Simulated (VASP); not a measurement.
# CdBr (P4/mmm) in VASP: single point with PBE

Aim: the single point of CdBr with PBE.

Everything below comes from runs of VASP 6.6.1. Logs are shortened: lines on timing, memory, paths and dates and some standing lists are left out, and cuts for length are marked.

## Step 1: The cell of the first run

The typed cell holds 2 atoms: a = 3.767 Å, b = 3.767 Å, c = 3.762 Å, α = 90.00°, β = 90.00°, γ = 90.00°.

## Step 2: Single point, PBE

The input, INCAR:

```
PREC = Accurate ; ENCUT = 520
EDIFF = 1E-7 ; ISMEAR = 0
SIGMA = 0.1 ; LREAL = F
LASPH = T ; NELM = 100
ALGO = Normal ; ISIF = 2
LWAVE = F ; LCHARG = F
GGA = PE ; NBANDS = 16
```

The input, KPOINTS:

```
regular mesh
0
Gamma
  16 16 12
```

The input, POSCAR:

```
CdBr
1.0
    3.7671131845      0.0000000000      0.0000000000
    0.0000000000      3.7671131845      0.0000000000
    0.0000000000      0.0000000000      3.7623294266
Cd Br
1 1
Direct
    0.0000000000      0.0000000000      0.0000000000
    0.5000000000      0.5000000000      0.5000000000
```

Potentials or basis: VASP PAW PBE potentials, release 64 (Cd, Br).

Command:

```sh
$ cat potpaw_PBE.64/Cd/POTCAR potpaw_PBE.64/Br/POTCAR > POTCAR
$ mpirun -np 1 vasp_std > vasp.out
```

OUTCAR:

```text
PREC = Accurate
   ENCUT = 520
   EDIFF = 1E-7
   ISMEAR = 0
   LREAL = F
   LASPH = T
   NELM = 100
   ISIF = 2
   GGA = PE

 ion  position               nearest neighbor table
   1  0.000  0.000  0.000-   2 3.26   2 3.26   2 3.26   2 3.26   2 3.26   2 3.26   2 3.26   2 3.26

   2  0.500  0.500  0.500-   1 3.26   1 3.26   1 3.26   1 3.26   1 3.26   1 3.26   1 3.26   1 3.26

  LATTYP: Found a simple tetragonal cell.
 ALAT       =     3.7671131845
 C/A-ratio  =     0.9987301263

  Lattice vectors:

 A1 = (   3.7671131845,   0.0000000000,   0.0000000000)
 A2 = (   0.0000000000,   3.7671131845,   0.0000000000)
 A3 = (   0.0000000000,   0.0000000000,   3.7623294266)

Analysis of symmetry for initial positions (statically):
=====================================================================
 Subroutine PRICEL returns:
 Original cell was already a primitive cell.

 Routine SETGRP: Setting up the symmetry group for a
 simple tetragonal supercell.

 Subroutine GETGRP returns: Found 16 space group operations
 (whereof 16 operations were pure point group operations)
 out of a pool of 16 trial point group operations.

The static configuration has the point symmetry D_4h.

Analysis of symmetry for dynamics (positions and initial velocities):
=====================================================================
 Subroutine PRICEL returns:
 Original cell was already a primitive cell.

 Routine SETGRP: Setting up the symmetry group for a
 simple tetragonal supercell.

 Subroutine GETGRP returns: Found 16 space group operations
 (whereof 16 operations were pure point group operations)
 out of a pool of 16 trial point group operations.

The dynamic configuration has the point symmetry D_4h.

 Subroutine INISYM returns: Found 16 space group operations
 (whereof 16 operations are pure point group operations),
 and found     1 'primitive' translations

----------------------------------------------------------------------------------------

                                     Primitive cell

  volume of cell :      53.3918

  direct lattice vectors                    reciprocal lattice vectors
     3.767113184  0.000000000  0.000000000     0.265455257  0.000000000  0.000000000
     0.000000000  3.767113184  0.000000000     0.000000000  0.265455257  0.000000000
     0.000000000  0.000000000  3.762329427     0.000000000  0.000000000  0.265792781

  length of vectors
[... 74 lines left out ...]
   ISTART =      0    job   : 0-new  1-cont  2-samecut
   ICHARG =      2    charge: 1-file 2-atom 10-const
   ISPIN  =      1    spin polarized calculation?
   LNONCOLLINEAR =      F non collinear calculations
   LSORBIT =      F    spin-orbit coupling
   LASPH  =      T    aspherical Exc in radial PAW
   ENCUT  =  520.0 eV  38.22 Ry    6.18 a.u.   7.00  7.00  7.00*2*pi/ulx,y,z
   NELM   =    100;   NELMIN=  2; NELMDL= -5     # of ELM steps
   EDIFF  = 0.1E-06   stopping-criterion for ELM
   LREAL  =      F    real-space projection
   EDIFFG = 0.1E-05   stopping-criterion for IOM
   NSW    =      0    number of steps for IOM
   IBRION =     -1    ionic relax: 0-MD 1-quasi-New 2-CG
   NFREE  =      0    steps in history (QN), initial steepest desc. (CG)
   ISIF   =      2    stress and relaxation
   ISYM   =      2    0-nonsym 1-usesym 2-fastsym
   POTIM  = 0.5000    time-step for ionic-motion
   TEBEG  =    0.0;   TEEND  =   0.0 temperature during run
   PSTRESS=    0.0 pullay stress
   NELECT =      19.0000    total number of electrons
   NUPDOWN=      -1.0000    fix difference up-down
   EMIN   =  10.00;   EMAX   =-10.00  energy-range for DOS
   EFERMI =   0.00;   METHOD = LEGACY
   ISMEAR =     0;   SIGMA  =   0.10  broadening in eV -4-tet -1-fermi 0-gaus
   EFERMI_NEDOS =   21; number of points for ismear=-14 and -15
   IALGO  =     38    algorithm
   IMIX   =      4    mixing-type and parameters
     AMIX     =   0.40;   BMIX     =  1.00
     AMIX_MAG =   1.60;   BMIX_MAG =  1.00
  volume/ion in A,a.u.               =      26.70       180.15
  Fermi-wavevector in a.u.,A,eV,Ry     =   1.160116  2.192301 18.311652  1.345868
  Thomas-Fermi vector in A             =   2.296701
   LORBIT       =      0    0 simple, 1 ext, 2 COOP (PROOUT), +10 PAW based schemes
   GGA     = PE    functional components
   LHFCALC =     F    Hartree Fock is set to
   AEXX    =    0.0000 exact exchange contribution
   IVDW    =     0    specifies the selected vdW correction
   LEPSILON=     F    determine dielectric tensor
   LRPA    =     F    only Hartree local field effects (RPA)
 non-spin polarized calculation
 Gauss-broadening in eV      SIGMA  =   0.10
  energy-cutoff  :      520.00
  volume of cell :       53.39
 maximum number of plane-waves:      1472
   NGX = 15   NGY = 15   NGZ = 13

 number of electron      18.9999987 magnetization

 Free energy of the ion-electron system (eV)
  ---------------------------------------------------
  ext. energy  EPLUGINS =         0.00000000
  ---------------------------------------------------
  free energy    TOTEN  =        -2.80414902 eV

  energy without entropy =       -2.79699324  energy(sigma->0) =       -2.80057113

 E-fermi :   2.3115     XC(G=0):  -9.5265

 val. band max:        2.3072556915   @ k =   0.3125   0.0000   0.3333
 cond. band min:       2.3132972055   @ k =   0.1875   0.0000   0.2500
 fundamental gap:      0.0060415140
 Fermi energy:         2.3115108732

 k-point     1 :       0.0000    0.0000    0.0000
  band No.  band energies     occupation
      1     -13.4471      2.00000
      2      -6.1798      2.00000
      3      -6.1787      2.00000
      4      -5.9101      2.00000
      5      -5.9096      2.00000
      6      -5.9096      2.00000
[... 433 lines left out ...]
      3      -6.0389      2.00000
      4      -6.0359      2.00000
      5      -6.0257      2.00000
      6      -5.9118      2.00000
[... 8 lines left out ...]
     15      13.2083      0.00000
     16      14.4100      0.00000

 [... further k-points ...]
[... 5 lines left out ...]
  --------------------------------------------------------------------------------------
  -------------------------------------------------------------------------------------
  Total        0.0444485      0.0444485      0.0333468      0.0000000     -0.0000000      0.0000000
  in kB        1.3338093      1.3338093      1.0006698      0.0000000     -0.0000000      0.0000000
  external PRESSURE =       1.2227628 kB  Pullay stress =       0.0000000 kB

 VOLUME and BASIS-vectors are now :
 -----------------------------------------------------------------------------
  energy-cutoff  :      520.00
  volume of cell :       53.39
      direct lattice vectors                 reciprocal lattice vectors
     3.767113184  0.000000000  0.000000000     0.265455257  0.000000000  0.000000000
     0.000000000  3.767113184  0.000000000     0.000000000  0.265455257  0.000000000
     0.000000000  0.000000000  3.762329427     0.000000000  0.000000000  0.265792781

 POSITION                                       TOTAL-FORCE (eV/Angst)
 -----------------------------------------------------------------------------------
      0.00000      0.00000      0.00000         0.000000      0.000000      0.000000
      1.88356      1.88356      1.88116         0.000000      0.000000      0.000000
 -----------------------------------------------------------------------------------
    total drift:                               -0.000000      0.000000      0.000000

  FREE ENERGIE OF THE ION-ELECTRON SYSTEM (eV)
  ---------------------------------------------------
  free  energy   TOTEN  =        -2.8041490202 eV

  energy  without entropy=       -2.7969932411  energy(sigma->0) =       -2.80057113
```

stdout:

```text
POSCAR found type information on POSCAR CdBr
 POSCAR found :  2 types and       2 ions
 scaLAPACK will be used
 LDA part: xc-table for (Slater+PW92), standard interpolation
 POSCAR, INCAR and KPOINTS ok, starting setup
 FFT: planning ... GRIDC
 FFT: planning ... GRID_SOFT
 FFT: planning ... GRID
 WAVECAR not read
 entering main loop
```

Run time: 3.2 min. Hardware: 1 thread of Intel Xeon Platinum 8375C at 2.90GHz (Ice Lake), shared host; peak memory 0.37 GiB.

Results:

```yaml
Free_energy: -2.8041 eV
Pressure: 0.1 GPa
```

Levels at points of the mesh, in eV from the Fermi level:
| k point | band 8 | band 9 | band 10 | band 11 | band 12 | band 13 |
| --- | --- | --- | --- | --- | --- | --- |
| (0.00, 0.00, 0.00) | -2.89 | -2.89 | -2.88 | 5.85 | 5.86 | 8.36 |
| (0.50, 0.00, 0.00) | -2.30 | -2.29 | 1.47 | 1.59 | 6.01 | 6.04 |
| (0.50, 0.50, 0.00) | -4.81 | -2.23 | -1.49 | 5.21 | 5.21 | 6.89 |
| (0.00, 0.00, 0.50) | -2.30 | -2.30 | 1.47 | 1.58 | 6.02 | 6.02 |
| (0.50, 0.00, 0.50) | -4.81 | -2.24 | -1.48 | 5.20 | 5.21 | 6.89 |
| (0.50, 0.50, 0.50) | -3.59 | -3.59 | 0.87 | 1.65 | 1.66 | 1.66 |

Caveat: an odd number of electrons without spin polarisation forces a metal; a magnetic or distorted state may lie lower.
